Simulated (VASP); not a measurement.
# InP (F-43m) in VASP: notebook, part 2 of 2

VASP 6.6.1.

## (4) Single point, BLYP

INCAR

```
PREC = Accurate ; ENCUT = 520
EDIFF = 1E-7 ; ISMEAR = -1
SIGMA = 0.05 ; LREAL = F
LASPH = T ; NELM = 60
ALGO = Normal ; ISIF = 2
LWAVE = F ; LCHARG = F
GGA = B5 ; ALDAX = 1.0
AGGAX = 1.0 ; AGGAC = 1.0
ALDAC = 0.0 ; NBANDS = 16
```

KPOINTS

```
regular mesh
0
Gamma
  8 8 8
```

POSCAR

```
InP
1.0
    0.0000000000      2.9305000000      2.9305000000
    2.9305000000      0.0000000000      2.9305000000
    2.9305000000      2.9305000000      0.0000000000
In P
1 1
Direct
    0.0000000000      0.0000000000      0.0000000000
    0.7500000000      0.7500000000      0.7500000000
```

Potentials or basis: VASP PAW PBE potentials, release 64 (In_d, P).

Launch:

```sh
> cat potpaw_PBE.64/In_d/POTCAR potpaw_PBE.64/P/POTCAR > POTCAR
> mpirun -np 1 vasp_std > vasp.out
```

OUTCAR:

```text
PREC = Accurate
   ENCUT = 520
   EDIFF = 1E-7
   ISMEAR = -1
   LREAL = F
   LASPH = T
   NELM = 60
   ISIF = 2
   GGA = B5

 ion  position               nearest neighbor table
   1  0.000  0.000  0.000-   2 2.54   2 2.54   2 2.54   2 2.54
   2  0.750  0.750  0.750-   1 2.54   1 2.54   1 2.54   1 2.54

  LATTYP: Found a face centered cubic cell.
 ALAT       =     5.8610000000

  Lattice vectors:

 A1 = (   0.0000000000,   2.9305000000,   2.9305000000)
 A2 = (   2.9305000000,   0.0000000000,   2.9305000000)
 A3 = (   2.9305000000,   2.9305000000,   0.0000000000)

Analysis of symmetry for initial positions (statically):
=====================================================================
 Subroutine PRICEL returns:
 Original cell was already a primitive cell.

 Routine SETGRP: Setting up the symmetry group for a
 face centered cubic supercell.

 Subroutine GETGRP returns: Found 24 space group operations
 (whereof 24 operations were pure point group operations)
 out of a pool of 48 trial point group operations.

The static configuration has the point symmetry T_d .

Analysis of symmetry for dynamics (positions and initial velocities):
=====================================================================
 Subroutine PRICEL returns:
 Original cell was already a primitive cell.

 Routine SETGRP: Setting up the symmetry group for a
 face centered cubic supercell.

 Subroutine GETGRP returns: Found 24 space group operations
 (whereof 24 operations were pure point group operations)
 out of a pool of 48 trial point group operations.

The dynamic configuration has the point symmetry T_d .

 Subroutine INISYM returns: Found 24 space group operations
 (whereof 24 operations are pure point group operations),
 and found     1 'primitive' translations

[... 110 lines left out ...]
   EFERMI_NEDOS =   21; number of points for ismear=-14 and -15
   IALGO  =     38    algorithm
   IMIX   =      4    mixing-type and parameters
     AMIX     =   0.40;   BMIX     =  1.00
     AMIX_MAG =   1.60;   BMIX_MAG =  1.00
  volume/ion in A,a.u.               =      25.17       169.83
  Fermi-wavevector in a.u.,A,eV,Ry     =   1.162021  2.195901 18.371846  1.350293
  Thomas-Fermi vector in A             =   2.298587
   LORBIT       =      0    0 simple, 1 ext, 2 COOP (PROOUT), +10 PAW based schemes
   GGA     = B5    functional components
   LHFCALC =     F    Hartree Fock is set to
   AEXX    =    0.0000 exact exchange contribution
   IVDW    =     0    specifies the selected vdW correction
   LEPSILON=     F    determine dielectric tensor
   LRPA    =     F    only Hartree local field effects (RPA)
 non-spin polarized calculation
  energy-cutoff  :      520.00
  volume of cell :       50.33
 maximum number of plane-waves:      1380
   NGX = 15   NGY = 15   NGZ = 15

 number of electron      18.0000005 magnetization

 Free energy of the ion-electron system (eV)
  ---------------------------------------------------
  ext. energy  EPLUGINS =         0.00000000
  ---------------------------------------------------
  free energy    TOTEN  =        -7.05565030 eV

  energy without entropy =       -7.05563989  energy(sigma->0) =       -7.05564510

 E-fermi :   5.9626     XC(G=0):  -8.7163

 val. band max:        5.6174981575   @ k =   0.0000   0.0000   0.0000
 cond. band min:       6.2447766639   @ k =   0.0000   0.0000   0.0000
 fundamental gap:      0.6272785064
 Fermi energy:         5.9625697888

 k-point     1 :       0.0000    0.0000    0.0000
  band No.  band energies     occupation
      1      -8.6096      2.00000
      2      -8.6096      2.00000
      3      -8.6096      2.00000
      4      -8.4557      2.00000
      5      -8.4557      2.00000
      6      -5.8977      2.00000
[... 433 lines left out ...]
      3      -8.5412      2.00000
      4      -8.4611      2.00000
      5      -8.4429      2.00000
      6      -3.8804      2.00000
[... 8 lines left out ...]
     15      16.4667      0.00000
     16      17.0323      0.00000

 [... further k-points ...]

------------------------ aborting loop because EDIFF is reached ----------------------------------------

  FORCE on cell =-STRESS in cart. coord.  units (eV):
  Direction    XX          YY          ZZ          XY          YZ          ZX
  --------------------------------------------------------------------------------------
  -------------------------------------------------------------------------------------
  Total        2.1296749      2.1296749      2.1296749      0.0000000     -0.0000000     -0.0000000
  in kB       67.7904811     67.7904811     67.7904811      0.0000000     -0.0000000     -0.0000000
  external PRESSURE =      67.7904811 kB  Pullay stress =       0.0000000 kB

 VOLUME and BASIS-vectors are now :
 -----------------------------------------------------------------------------
  energy-cutoff  :      520.00
  volume of cell :       50.33
      direct lattice vectors                 reciprocal lattice vectors
     0.000000000  2.930500000  2.930500000    -0.170619348  0.170619348  0.170619348
     2.930500000  0.000000000  2.930500000     0.170619348 -0.170619348  0.170619348
     2.930500000  2.930500000  0.000000000     0.170619348  0.170619348 -0.170619348

 POSITION                                       TOTAL-FORCE (eV/Angst)
 -----------------------------------------------------------------------------------
      0.00000      0.00000      0.00000        -0.000000     -0.000000     -0.000000
      4.39575      4.39575      4.39575         0.000000      0.000000      0.000000
 -----------------------------------------------------------------------------------
    total drift:                                0.000000      0.000000     -0.000000

  FREE ENERGIE OF THE ION-ELECTRON SYSTEM (eV)
  ---------------------------------------------------
  free  energy   TOTEN  =        -7.0556503018 eV

  energy  without entropy=       -7.0556398940  energy(sigma->0) =       -7.05564510
```

OSZICAR:

```text
N       E                     dE             d eps       ncg     rms          rms(c)
DAV:   1     0.115809459595E+03    0.11581E+03   -0.85494E+03   928   0.127E+03
DAV:   2     0.347176772580E-01   -0.11577E+03   -0.11113E+03  1056   0.303E+02
DAV:   3    -0.739007777672E+01   -0.74248E+01   -0.73898E+01  1240   0.755E+01
DAV:   4    -0.759341781109E+01   -0.20334E+00   -0.20327E+00  1184   0.133E+01
DAV:   5    -0.760286670433E+01   -0.94489E-02   -0.94487E-02  1392   0.239E+00    0.547E+00
DAV:   6    -0.708362437708E+01    0.51924E+00   -0.89393E-01  1464   0.155E+01    0.308E+00
DAV:   7    -0.705549693638E+01    0.28127E-01   -0.19510E-01  1336   0.335E+00    0.119E+00
DAV:   8    -0.705518388898E+01    0.31305E-03   -0.16535E-02  1136   0.151E+00    0.414E-01
DAV:   9    -0.705557991210E+01   -0.39602E-03   -0.17611E-03  1248   0.510E-01    0.227E-01
DAV:  10    -0.705562866324E+01   -0.48751E-04   -0.19269E-04  1416   0.130E-01    0.126E-01
DAV:  11    -0.705564859484E+01   -0.19932E-04   -0.63428E-05  1104   0.102E-01    0.910E-02
DAV:  12    -0.705565032728E+01   -0.17324E-05   -0.95587E-06  1072   0.283E-02    0.143E-02
DAV:  13    -0.705565030177E+01    0.25510E-07   -0.65884E-07  1296   0.430E-03
   1 F= -.70556503E+01 E0= -.70556451E+01  d E =-.104077E-04
```

stdout:

```text
POSCAR found type information on POSCAR InP
 POSCAR found :  2 types and       2 ions
 scaLAPACK will be used
 -----------------------------------------------------------------------------
|                                                                             |
|                                                                             |
|     You enforced a specific xc type in the INCAR file but a different       |
|     I HOPE YOU KNOW WHAT YOU ARE DOING!                                     |
|                                                                             |
 -----------------------------------------------------------------------------

 LDA part: xc-table for (Slater(with rela. corr.)+VWN5), standard interpolation
 POSCAR, INCAR and KPOINTS ok, starting setup
 FFT: planning ... GRIDC
 FFT: planning ... GRID_SOFT
 FFT: planning ... GRID
 WAVECAR not read
 entering main loop
```

Wall time 30 s (1 thread of Intel Xeon Platinum 8259CL at 2.50GHz (Skylake/Cascade Lake), shared host); peak memory 0.18 GiB.

Results:

- Free energy: -7.0557 eV
- Pressure: 6.8 GPa
- Band gap on the k mesh: 0.63 eV, direct

Levels at points of the mesh, in eV from the valence-band top:
```
           k point  band 5  band 6  band 7  band 8  band 9  band 10  band 11  band 12  band 13  band 14
(0.00, 0.00, 0.00)  -14.07  -11.52    0.00    0.00    0.00     0.63     4.11     4.11     4.11     8.78
(0.50, 0.00, 0.00)  -14.06   -9.81   -5.71   -0.97   -0.97     1.49     4.87     4.87     7.24     9.59
(0.50, 0.50, 0.00)  -14.04   -9.16   -5.77   -2.30   -2.30     1.89     2.34     9.23     9.54     9.54
```

Caveat: the PAW data sets were made with another functional, which shifts forces and pressure a little; spin-orbit coupling is left out, which moves the levels of the heavy elements.

## (5) Summary

```csv
level,smearing,gap on the mesh (eV),pressure (GPa)
PBE,gaussian 0.028 eV,0.71,3.3
PBE,gaussian 0.017 eV,0.71,3.3
BLYP,fermi-dirac 0.05 eV,0.63,6.8
```

Alike in all rows: task single point; potentials or basis VASP PAW PBE potentials, release 64 (In_d, P); no spin polarisation; cell as given; k mesh 8 × 8 × 8; cutoff (eV) 520.

On the cell as given the gap runs from 0.63 eV (BLYP) to 0.71 eV (PBE). The pressure there spans 3.3 GPa (PBE) to 6.8 GPa (BLYP); a positive pressure means that this level wants a larger cell, a negative one a smaller.

Caveats: spin-orbit coupling is left out, which moves the levels of the heavy elements; the PAW data sets were made with another functional, which shifts forces and pressure a little (some runs).

Total energies depend on the potentials used, so only differences within one code and one set of settings carry meaning.
